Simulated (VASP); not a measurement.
# AlNi (Cmmm) in VASP: notebook

The runs below take AlNi through single point, relaxation of cell and atoms, with PBEsol, PBE0.

Program: VASP 6.6.1. These are calculated values, not measurements. Logs are shortened: lines on timing, memory, paths and dates and some standing lists are left out, and cuts for length are marked.

## Step 1: The cell of the first run

It takes space group Cmmm (No. 65, orthorhombic). Conventional cell: a = 3.877 Å, b = 3.906 Å, c = 3.099 Å, α = 90.00°, β = 90.00°, γ = 90.00°. Within 3.3 Å of Ni (site symmetry mmm) lie 8 Al at 2.48 to 2.49 Å and 6 Ni at 2.75 to 3.10 Å. Within 3.3 Å of Al (site symmetry mmm) lie 8 Ni at 2.48 to 2.49 Å and 6 Al at 2.75 to 3.10 Å.

## Step 2: Single point, PBEsol, collinear spin, ferromagnetic start

The input, INCAR:

```
PREC = Accurate ; ENCUT = 520
EDIFF = 1E-6 ; ISMEAR = -1
SIGMA = 0.05 ; LREAL = F
LASPH = T ; NELM = 150
ALGO = Fast ; ISIF = 2
LWAVE = F ; LCHARG = F
ISPIN = 2 ; MAGMOM = 0.9 0
LORBIT = 11 ; LMAXMIX = 4
GGA = PS ; NBANDS = 18
```

The input, KPOINTS:

```
Automatic mesh
0
Gamma
  10 10 9
```

The input, POSCAR:

```
AlNi
1.0
    1.9386940000     -1.9531901500      0.0000000000
    1.9386940000      1.9531901500      0.0000000000
    0.0000000000      0.0000000000      3.0994300413
Ni Al
1 1
Direct
    0.5000000000      0.5000000000      0.5000000000
    0.0000000000      0.0000000000      0.0000000000
```

Potentials or basis: VASP PAW PBE potentials, release 64 (Ni, Al).

Started as:

```bash
$ cat potpaw_PBE.64/Ni/POTCAR potpaw_PBE.64/Al/POTCAR > POTCAR
$ mpirun -np 1 vasp_std > vasp.out
```

OUTCAR:

```text
PREC = Accurate
   ENCUT = 520
   EDIFF = 1E-6
   ISMEAR = -1
   LREAL = F
   LASPH = T
   NELM = 150
   ISIF = 2
   ISPIN = 2
   LORBIT = 11
   GGA = PS

 ion  position               nearest neighbor table
   1  0.500  0.500  0.500-   2 2.48   2 2.48   2 2.48   2 2.48   2 2.49   2 2.49   2 2.49   2 2.49

   2  0.000  0.000  0.000-   1 2.48   1 2.48   1 2.48   1 2.48   1 2.49   1 2.49   1 2.49   1 2.49

  LATTYP: Found a base centered orthorhombic cell.
 ALAT       =     3.8773880000
 B/A-ratio  =     1.0074772759
 C/A-ratio  =     0.7993603017

  Lattice vectors:

 A1 = (   1.9386940000,  -1.9531901500,   0.0000000000)
 A2 = (   1.9386940000,   1.9531901500,   0.0000000000)
 A3 = (   0.0000000000,   0.0000000000,   3.0994300413)

Analysis of symmetry for initial positions (statically):
=====================================================================
 Subroutine PRICEL returns:
 Original cell was already a primitive cell.

 Routine SETGRP: Setting up the symmetry group for a
 base centered orthorhombic supercell.

 Subroutine GETGRP returns: Found  8 space group operations
 (whereof  8 operations were pure point group operations)
 out of a pool of  8 trial point group operations.

The static configuration has the point symmetry D_2h.

Analysis of symmetry for dynamics (positions and initial velocities):
=====================================================================
 Subroutine PRICEL returns:
 Original cell was already a primitive cell.

 Routine SETGRP: Setting up the symmetry group for a
 base centered orthorhombic supercell.

 Subroutine GETGRP returns: Found  8 space group operations
 (whereof  8 operations were pure point group operations)
 out of a pool of  8 trial point group operations.

The dynamic configuration has the point symmetry D_2h.

Analysis of structural, dynamic, and magnetic symmetry:
=====================================================================
 Subroutine PRICEL returns:
 Original cell was already a primitive cell.

 Routine SETGRP: Setting up the symmetry group for a
 base centered orthorhombic supercell.

 Subroutine GETGRP returns: Found  8 space group operations
 (whereof  8 operations were pure point group operations)
 out of a pool of  8 trial point group operations.

The overall configuration has the point symmetry D_2h.

 Subroutine INISYM returns: Found  8 space group operations
 (whereof  8 operations are pure point group operations),
 and found     1 'primitive' translations

----------------------------------------------------------------------------------------

                                     Primitive cell

  volume of cell :      23.4728

  direct lattice vectors                    reciprocal lattice vectors
     1.938694000 -1.953190150  0.000000000     0.257905580 -0.255991461  0.000000000
     1.938694000  1.953190150  0.000000000     0.257905580  0.255991461  0.000000000
     0.000000000  0.000000000  3.099430041     0.000000000  0.000000000  0.322639965

  length of vectors
     2.751996764  2.751996764  3.099430041     0.363382603  0.363382603  0.322639965

  position of ions in fractional coordinates (direct lattice)
     0.500000000  0.500000000  0.500000000
     0.000000000  0.000000000  0.000000000

  ion indices of the primitive-cell ions
   primitive index   ion index
                 1           1
                 2           2

----------------------------------------------------------------------------------------

 KPOINTS: Automatic mesh

Automatic generation of k-mesh.
 Grid dimensions read from file:
 generate k-points for:   10   10    9

 Generating k-lattice:

  Cartesian coordinates                     Fractional coordinates (reciprocal lattice)
     0.025790558 -0.025599146  0.000000000     0.100000000  0.000000000  0.000000000
     0.025790558  0.025599146  0.000000000     0.000000000  0.100000000  0.000000000
     0.000000000  0.000000000  0.035848885     0.000000000  0.000000000  0.111111111

  Length of vectors
     0.036338260  0.036338260  0.035848885

  Shift w.r.t. Gamma in fractional coordinates (k-lattice)
     0.000000000  0.000000000  0.000000000

 Subroutine IBZKPT returns following result:
 ===========================================

 Found    155 irreducible k-points:

 Following reciprocal coordinates:
            Coordinates               Weight
  0.000000  0.000000  0.000000      1.000000
  0.100000  0.000000  0.000000      4.000000
  0.200000  0.000000  0.000000      4.000000
  0.300000  0.000000  0.000000      4.000000
  0.400000  0.000000  0.000000      4.000000
  0.500000  0.000000  0.000000      2.000000
[... 16 lines left out ...]
  0.300000  0.300000  0.000000      2.000000
  0.400000  0.300000  0.000000      4.000000
 [... further k-points ...]
   k-points           NKPTS =    155   k-points in BZ     NKDIM =    155   number of bands    NBANDS=     18
   number of dos      NEDOS =    301   number of ions     NIONS =      2
   total plane-waves  NPLWV =   9600
   dimension x,y,z NGX =    20 NGY =   20 NGZ =   24
   dimension x,y,z NGXF=    40 NGYF=   40 NGZF=   48
   ions per type =               1   1
   NGX,Y,Z   is equivalent  to a cutoff of  12.08, 12.08, 12.87 a.u.
   NGXF,Y,Z  is equivalent  to a cutoff of  24.16, 24.16, 25.75 a.u.
 SYSTEM =  unknown system
   PREC   = accura    normal or accurate (medium, high low for compatibility)
   ISTART =      0    job   : 0-new  1-cont  2-samecut
   ICHARG =      2    charge: 1-file 2-atom 10-const
   ISPIN  =      2    spin polarized calculation?
   LNONCOLLINEAR =      F non collinear calculations
   LSORBIT =      F    spin-orbit coupling
   LASPH  =      T    aspherical Exc in radial PAW
   ENCUT  =  520.0 eV  38.22 Ry    6.18 a.u.   5.12  5.12  5.76*2*pi/ulx,y,z
   NELM   =    150;   NELMIN=  2; NELMDL= -5     # of ELM steps
   EDIFF  = 0.1E-05   stopping-criterion for ELM
   LREAL  =      F    real-space projection
   EDIFFG = 0.1E-04   stopping-criterion for IOM
   NSW    =      0    number of steps for IOM
   IBRION =     -1    ionic relax: 0-MD 1-quasi-New 2-CG
   NFREE  =      0    steps in history (QN), initial steepest desc. (CG)
   ISIF   =      2    stress and relaxation
   ISYM   =      2    0-nonsym 1-usesym 2-fastsym
   POTIM  = 0.5000    time-step for ionic-motion
   TEBEG  =    0.0;   TEEND  =   0.0 temperature during run
   PSTRESS=    0.0 pullay stress
   NELECT =      13.0000    total number of electrons
   NUPDOWN=      -1.0000    fix difference up-down
   EMIN   =  10.00;   EMAX   =-10.00  energy-range for DOS
   EFERMI =   0.00;   METHOD = LEGACY
   ISMEAR =    -1;   SIGMA  =   0.05  broadening in eV -4-tet -1-fermi 0-gaus
   EFERMI_NEDOS =   21; number of points for ismear=-14 and -15
   IALGO  =     68    algorithm
   IMIX   =      4    mixing-type and parameters
     AMIX     =   0.40;   BMIX     =  1.00
     AMIX_MAG =   1.60;   BMIX_MAG =  1.00
  volume/ion in A,a.u.               =      11.74        79.20
  Fermi-wavevector in a.u.,A,eV,Ry     =   1.344417  2.540580 24.591955  1.807458
  Thomas-Fermi vector in A             =   2.472413
   LORBIT       =     11    0 simple, 1 ext, 2 COOP (PROOUT), +10 PAW based schemes
   GGA     = PS    functional components
   LHFCALC =     F    Hartree Fock is set to
   AEXX    =    0.0000 exact exchange contribution
   IVDW    =     0    specifies the selected vdW correction
   LEPSILON=     F    determine dielectric tensor
   LRPA    =     F    only Hartree local field effects (RPA)
 spin polarized calculation
 RMM-DIIS sequential band-by-band and
  energy-cutoff  :      520.00
  volume of cell :       23.47
 maximum number of plane-waves:       646
   NGX = 11   NGY = 11   NGZ = 11

 number of electron      13.0000022 magnetization       0.0029435

 number of electron      13.0000022 magnetization      -0.0007488

 Free energy of the ion-electron system (eV)
  ---------------------------------------------------
  ext. energy  EPLUGINS =         0.00000000
  ---------------------------------------------------
  free energy    TOTEN  =       -11.54603179 eV

  energy without entropy =      -11.53866407  energy(sigma->0) =      -11.54234793

 E-fermi :  10.1363     XC(G=0): -12.2564

 val. band max:       10.1335084064   @ k =  -0.4000   0.2000   0.1111
 cond. band min:      10.1366397010   @ k =   0.0000   0.0000   0.2222
 fundamental gap:      0.0031312946
 Fermi energy:        10.1362516476

 spin component 1

 k-point     1 :       0.0000    0.0000    0.0000
  band No.  band energies     occupation
      1      -1.1362      1.00000
      2       6.7188      1.00000
      3       6.8624      1.00000
      4       8.4859      1.00000
      5       8.5052      1.00000
      6       8.7985      1.00000
[... 10 lines left out ...]
     17      33.5655      0.00000
     18      33.8316      0.00000
[... 463 lines left out ...]
 k-point    24 :       0.4000    0.3000    0.0000
  band No.  band energies     occupation
      1       3.4868      1.00000
      2       5.9919      1.00000
      3       7.4951      1.00000
      4       7.6565      1.00000
      5       7.9666      1.00000
      6       7.9991      1.00000
[... 10 lines left out ...]
     17      33.2718      0.00000
     18      34.2730      0.00000

 [... further k-points ...]

 spin component 2

 k-point     1 :       0.0000    0.0000    0.0000
  band No.  band energies     occupation
      1      -1.1362      1.00000
      2       6.7183      1.00000
      3       6.8616      1.00000
      4       8.4853      1.00000
      5       8.5046      1.00000
      6       8.7980      1.00000
[... 10 lines left out ...]
     17      33.5663      0.00000
     18      33.6560      0.00000
[... 463 lines left out ...]
 k-point    24 :       0.4000    0.3000    0.0000
  band No.  band energies     occupation
      1       3.4868      1.00000
      2       5.9917      1.00000
      3       7.4947      1.00000
      4       7.6560      1.00000
      5       7.9661      1.00000
      6       7.9986      1.00000
[... 10 lines left out ...]
     17      33.2717      0.00000
     18      34.2729      0.00000

 [... further k-points ...]

------------------------ aborting loop because EDIFF is reached ----------------------------------------

  FORCE on cell =-STRESS in cart. coord.  units (eV):
  Direction    XX          YY          ZZ          XY          YZ          ZX
  --------------------------------------------------------------------------------------
  -------------------------------------------------------------------------------------
  Total        0.5727362      0.3282464     -0.6171735     -0.0000000      0.0000000      0.0000000
  in kB       39.0930503     22.4049999    -42.1261963     -0.0000000      0.0000000      0.0000000
  external PRESSURE =       6.4572847 kB  Pullay stress =       0.0000000 kB

 VOLUME and BASIS-vectors are now :
 -----------------------------------------------------------------------------
  energy-cutoff  :      520.00
  volume of cell :       23.47
      direct lattice vectors                 reciprocal lattice vectors
     1.938694000 -1.953190150  0.000000000     0.257905580 -0.255991461  0.000000000
     1.938694000  1.953190150  0.000000000     0.257905580  0.255991461  0.000000000
     0.000000000  0.000000000  3.099430041     0.000000000  0.000000000  0.322639965

 POSITION                                       TOTAL-FORCE (eV/Angst)
 -----------------------------------------------------------------------------------
      1.93869      0.00000      1.54972        -0.000000     -0.000000      0.000000
      0.00000      0.00000      0.00000         0.000000      0.000000      0.000000
 -----------------------------------------------------------------------------------
    total drift:                                0.000000      0.000000      0.000000

  FREE ENERGIE OF THE ION-ELECTRON SYSTEM (eV)
  ---------------------------------------------------
  free  energy   TOTEN  =       -11.5460317919 eV

  energy  without entropy=      -11.5386640726  energy(sigma->0) =      -11.54234793

 total charge

# of ion       s       p       d       tot
------------------------------------------
    1        0.490   0.536   8.481   9.507
    2        0.387   0.424   0.000   0.811
--------------------------------------------------
tot          0.877   0.959   8.481  10.317

 magnetization (x)

# of ion       s       p       d       tot
------------------------------------------
    1       -0.000   0.000  -0.000  -0.000
    2        0.000  -0.000   0.000   0.000
--------------------------------------------------
tot         -0.000  -0.000  -0.000  -0.000
```

It took 3 min on 1 thread of Intel Xeon 8259CL, shared host; peak memory 0.21 GiB.

What came out:

```
Free energy                                           : -11.5460 eV
Pressure                                              : 0.6 GPa
Net moment                                            : 0.00 μB per cell
Valence electrons inside the program's atomic spheres : Ni 9.51; Al 0.81
```

Caveat: the stress differs along the axes, from -4 to 4 GPa; the moments typed at the start vanished in this run; the PAW data sets were made with another functional, which shifts forces and pressure a little.

(Part 1 of 2 ends here.)
